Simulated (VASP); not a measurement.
BaS: single point with PBE

The system is BaS.

```
Ba S
1.0
     5.42610    0.00000    0.00000
    -2.71305    4.69914    0.00000
     0.00000    0.00000    6.43579
Ba S
2 2
Direct
  0.33000 0.66805 0.94589
  0.67409 0.34127 0.42576
  0.35839 0.68168 0.43638
  0.67617 0.34446 0.94032
```

| Property | Result |
| --- | --- |
| Program | VASP 6.6.1 |
| Task | single point |
| Functional | PBE |
| Potentials or basis | VASP PAW PBE potentials, release 64 (Ba_sv, S) |
| Cutoff | 520 eV |
| k mesh | 6 × 6 × 2 |
| Occupations | fermi-dirac, width 0.026 eV |
| Spin | no spin polarisation |

* Pressure: 0.0 GPa
* Largest force: 0.385 eV/Å
* Band gap on the k mesh: 2.51 eV (least direct gap 2.65 eV)

Forces in eV/Å, atoms in the order of the input:
```
Ba   0.155  0.138 -0.285
Ba   0.151  0.052  0.350
S   -0.199 -0.078  0.058
S   -0.108 -0.112 -0.123
```

Stress tensor (GPa, compression positive):
```
-0.21 -0.06 -0.01
-0.06 -0.36 -0.01
-0.01 -0.01  0.48
```

Levels at points of the mesh, in eV from the valence-band top:
```csv
k point,band 12,band 13,band 14,band 15,band 16,band 17,band 18,band 19,band 20,band 21
"(0.00, 0.00, 0.00)",-0.88,-0.84,-0.83,-0.44,0.00,2.71,3.65,3.71,4.75,5.42
"(0.50, 0.00, 0.00)",-0.83,-0.49,-0.46,-0.29,-0.27,3.12,3.42,3.44,4.97,5.14
"(0.00, 0.50, 0.00)",-0.82,-0.48,-0.40,-0.35,-0.31,3.09,3.40,3.54,4.99,5.12
"(0.50, 0.50, 0.00)",-0.83,-0.48,-0.39,-0.36,-0.30,3.10,3.35,3.57,4.96,5.13
"(0.00, 0.00, 0.50)",-1.11,-0.99,-0.98,-0.94,-0.93,3.62,3.82,5.20,5.25,5.50
"(0.50, 0.00, 0.50)",-1.46,-0.84,-0.81,-0.52,-0.47,3.72,4.06,4.74,5.02,5.33
"(0.00, 0.50, 0.50)",-1.47,-0.83,-0.80,-0.53,-0.47,3.75,3.99,4.74,5.02,5.39
"(0.50, 0.50, 0.50)",-1.48,-0.83,-0.80,-0.52,-0.47,3.72,3.94,4.76,5.03,5.41
```

It took 83 s on 1 thread of Intel(R) Xeon(R) 6975P-C (Granite Rapids), with other jobs on the host, peak memory 0.34 GiB.

Caveat: the k points lie up to 0.49 Å⁻¹ apart; the atoms stand as in a frame of molecular dynamics; the structure was generated, so it needn't be the stable form of BaS; spin-orbit coupling is left out, which moves the levels of the heavy elements. A k mesh can miss the band edges.
